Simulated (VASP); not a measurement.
# AlNi in VASP: single point with r2SCAN

Aim: the single point of AlNi with r2SCAN.

Everything below comes from runs of VASP 6.6.1. Logs are shortened: lines on timing, memory, paths and dates and some standing lists are left out, and cuts for length are marked.

## (1) The cell of the first run

The typed cell holds 4 atoms: a = 2.851 Å, b = 4.058 Å, c = 4.058 Å, α = 89.98°, β = 90.00°, γ = 90.00°.

## (2) Single point, r2SCAN

Input file POSCAR:

```
AlNi
1.0
   -2.0157757810      2.0157558276      0.0000162703
    2.0294757138      2.0294803446      2.8692383004
    2.0295146230      2.0294730740     -2.8692605954
Al Ni
2 2
Direct
    0.9999925214     -0.0000002118      0.0000042388
    1.0000074786      0.5000002118      0.4999957612
    0.4999986154      0.4999999945      0.9999959841
    0.5000013846      0.0000000055      0.5000040159
```

Input file INCAR.step1:

```
SYSTEM = AlNi
PREC = Accurate
ENCUT = 520
ISMEAR = 0
SIGMA = 0.15
LREAL = .FALSE.
LASPH = .TRUE.
NELM = 80
NBANDS = 21
GGA = PE
ALGO = Normal
EDIFF = 1E-4
LWAVE = .TRUE.
LCHARG = .FALSE.
```

Input file INCAR.step2:

```
SYSTEM = AlNi
PREC = Accurate
ENCUT = 520
EDIFF = 1E-6
ISMEAR = 0
SIGMA = 0.15
LREAL = .FALSE.
LASPH = .TRUE.
NELM = 80
ALGO = Normal
ISIF = 2
LWAVE = .FALSE.
LCHARG = .TRUE.
METAGGA = R2SCAN
LMIXTAU = .TRUE.
LELF = .TRUE.
LVHAR = .TRUE.
NBANDS = 21
ISTART = 1
```

Input file KPOINTS:

```
Automatic mesh
0
G
  12 8 8
  0 0 0
```

Potentials or basis: VASP PAW PBE potentials, release 64 (Al, Ni).

Run with:

```bash
$ cat potpaw_PBE.64/Al/POTCAR potpaw_PBE.64/Ni/POTCAR > POTCAR
$ cp INCAR.step1 INCAR
$ mpirun -np 1 vasp_std > vasp.out
$ cp INCAR.step2 INCAR
$ mpirun -np 1 vasp_std > vasp.out
```

OUTCAR:

```text
SYSTEM = AlNi
   PREC = Accurate
   ENCUT = 520
   EDIFF = 1E-6
   ISMEAR = 0
   LREAL = .FALSE.
   LASPH = .TRUE.
   NELM = 80
   ISIF = 2
   METAGGA = R2SCAN
   ISTART = 1

 ion  position               nearest neighbor table
   1  1.000  1.000  0.000-   4 2.48   3 2.48   3 2.48   3 2.48   4 2.48   3 2.48   4 2.48   4 2.48
                             2 2.87   2 2.87   2 2.87   2 2.87
   2  0.000  0.500  0.500-   3 2.48   4 2.48   4 2.48   4 2.48   3 2.48   4 2.48   3 2.48   3 2.48
                             1 2.87   1 2.87   1 2.87   1 2.87
   3  0.500  0.500  1.000-   2 2.48   1 2.48   1 2.48   1 2.48   2 2.48   1 2.48   2 2.48   2 2.48
                             4 2.87   4 2.87   4 2.87   4 2.87
   4  0.500  0.000  0.500-   1 2.48   2 2.48   2 2.48   2 2.48   1 2.48   2 2.48   1 2.48   1 2.48
                             3 2.87   3 2.87   3 2.87   3 2.87

  LATTYP: Found a simple monoclinic cell.
 ALAT       =     4.0583359356
 B/A-ratio  =     0.7024365120
 C/A-ratio  =     1.4144351699
 COS(beta)  =    -0.7072120827

  Lattice vectors:

 A1 = (   2.0294757138,   2.0294803446,   2.8692383004)
 A2 = (  -2.0157757810,   2.0157558276,   0.0000162703)
 A3 = (  -4.0589903368,  -4.0589534186,   0.0000222950)

Analysis of symmetry for initial positions (statically):
=====================================================================
 Subroutine PRICEL returns:
 Original cell was already a primitive cell.

 Routine SETGRP: Setting up the symmetry group for a
 simple monoclinic supercell.

 Subroutine GETGRP returns: Found  2 space group operations
 (whereof  1 operations were pure point group operations)
 out of a pool of  4 trial point group operations.

The static configuration has the point symmetry C_1 .
 The point group associated with its full space group is S_2 .

Analysis of symmetry for dynamics (positions and initial velocities):
=====================================================================
 Subroutine PRICEL returns:
 Original cell was already a primitive cell.

 Routine SETGRP: Setting up the symmetry group for a
 simple monoclinic supercell.

 Subroutine GETGRP returns: Found  2 space group operations
 (whereof  1 operations were pure point group operations)
 out of a pool of  4 trial point group operations.

The dynamic configuration has the point symmetry C_1 .
 The point group associated with its full space group is S_2 .

 Subroutine INISYM returns: Found  2 space group operations
 (whereof  1 operations are pure point group operations),
 and found     1 'primitive' translations
[... 99 lines left out ...]
   EDIFF  = 0.1E-05   stopping-criterion for ELM
   LREAL  =      F    real-space projection
   EDIFFG = 0.1E-04   stopping-criterion for IOM
   NSW    =      0    number of steps for IOM
   IBRION =     -1    ionic relax: 0-MD 1-quasi-New 2-CG
   NFREE  =      0    steps in history (QN), initial steepest desc. (CG)
   ISIF   =      2    stress and relaxation
   ISYM   =      2    0-nonsym 1-usesym 2-fastsym
   POTIM  = 0.5000    time-step for ionic-motion
   TEBEG  =    0.0;   TEEND  =   0.0 temperature during run
   PSTRESS=    0.0 pullay stress
   NELECT =      26.0000    total number of electrons
   NUPDOWN=      -1.0000    fix difference up-down
   EMIN   =  10.00;   EMAX   =-10.00  energy-range for DOS
   EFERMI =   0.00;   METHOD = LEGACY
   ISMEAR =     0;   SIGMA  =   0.15  broadening in eV -4-tet -1-fermi 0-gaus
   EFERMI_NEDOS =   21; number of points for ismear=-14 and -15
   IALGO  =     38    algorithm
   IMIX   =      4    mixing-type and parameters
     AMIX     =   0.40;   BMIX     =  1.00
     AMIX_MAG =   1.60;   BMIX_MAG =  1.00
  volume/ion in A,a.u.               =      11.74        79.21
  Fermi-wavevector in a.u.,A,eV,Ry     =   1.344357  2.540466 24.589736  1.807295
  Thomas-Fermi vector in A             =   2.472357
   LORBIT       =      0    0 simple, 1 ext, 2 COOP (PROOUT), +10 PAW based schemes
   METAGGA = R2SCAN    functional components
   LHFCALC =     F    Hartree Fock is set to
   AEXX    =    0.0000 exact exchange contribution
   IVDW    =     0    specifies the selected vdW correction
   LEPSILON=     F    determine dielectric tensor
   LRPA    =     F    only Hartree local field effects (RPA)
 non-spin polarized calculation
 Gauss-broadening in eV      SIGMA  =   0.15
  energy-cutoff  :      520.00
  volume of cell :       46.95
 maximum number of plane-waves:      1283
 NGX is ok and might be reduce to    24
   NGX = 11   NGY = 15   NGZ = 15

 number of electron      26.0000009 magnetization

 Free energy of the ion-electron system (eV)
  ---------------------------------------------------
  ext. energy  EPLUGINS =         0.00000000
  ---------------------------------------------------
  free energy    TOTEN  =       -40.14680271 eV

  energy without entropy =      -40.12895541  energy(sigma->0) =      -40.13787906

 E-fermi :  10.1524     XC(G=0): -13.1102

 val. band max:       10.1425995202   @ k =   0.1667   0.0000   0.2500
 cond. band min:      10.1735113056   @ k =   0.5000   0.0000   0.2500
 fundamental gap:      0.0309117854
 Fermi energy:        10.1523933361

 k-point     1 :       0.0000    0.0000    0.0000
  band No.  band energies     occupation
      1      -1.7215      2.00000
      2       4.5394      2.00000
      3       6.5409      2.00000
      4       6.6979      2.00000
      5       6.7004      2.00000
      6       6.9461      2.00000
[... 565 lines left out ...]
     20      21.7650      0.00000
     21      22.0211      0.00000

 [... further k-points ...]

------------------------ aborting loop because EDIFF is reached ----------------------------------------

  FORCE on cell =-STRESS in cart. coord.  units (eV):
  Direction    XX          YY          ZZ          XY          YZ          ZX
  --------------------------------------------------------------------------------------
  -------------------------------------------------------------------------------------
  Total       -0.0599284     -0.0591892     -0.0513030      0.0000130     -0.0000931      0.0005346
  in kB       -2.0449801     -2.0197545     -1.7506471      0.0004442     -0.0031777      0.0182412
  external PRESSURE =      -1.9384606 kB  Pullay stress =       0.0000000 kB

 VOLUME and BASIS-vectors are now :
 -----------------------------------------------------------------------------
  energy-cutoff  :      520.00
  volume of cell :       46.95
      direct lattice vectors                 reciprocal lattice vectors
    -2.015775781  2.015755828  0.000016270    -0.248043560  0.248045816 -0.000001996
     2.029475714  2.029480345  2.869238300     0.123184476  0.123184288  0.174262279
     2.029514623  2.029473074 -2.869260595     0.123182112  0.123184738 -0.174260921

 POSITION                                       TOTAL-FORCE (eV/Angst)
 -----------------------------------------------------------------------------------
      0.01372      4.04523      2.86924        -0.000151      0.000065      0.000075
      2.02947      2.02948      0.00000         0.000151     -0.000065     -0.000075
      2.03636      4.05208     -1.43462        -0.000012      0.000037     -0.000026
      0.00687      2.02263     -1.43463         0.000012     -0.000037      0.000026
 -----------------------------------------------------------------------------------
    total drift:                               -0.000000      0.000000     -0.000000

  FREE ENERGIE OF THE ION-ELECTRON SYSTEM (eV)
  ---------------------------------------------------
  free  energy   TOTEN  =       -40.1468027085 eV

  energy  without entropy=      -40.1289554066  energy(sigma->0) =      -40.13787906
```

Run time: 6.2 min. Hardware: 1 thread of Intel Xeon 6975P-C (Granite Rapids), shared host; peak memory 0.43 GiB.

Results:

```yaml
Free_energy: -40.1468 eV
Pressure: -0.2 GPa
Band_gap_on_the_k_mesh: zero (bands 13 and 14 overlap by 3.40 eV)
```

Caveat: the PAW data sets were made with another functional, which shifts forces and pressure a little. Spin polarisation is off, so any magnetic state and its effect on volume and gap are missing.

The gap in the log of VASP goes by the Fermi energy; the results here count the filled bands.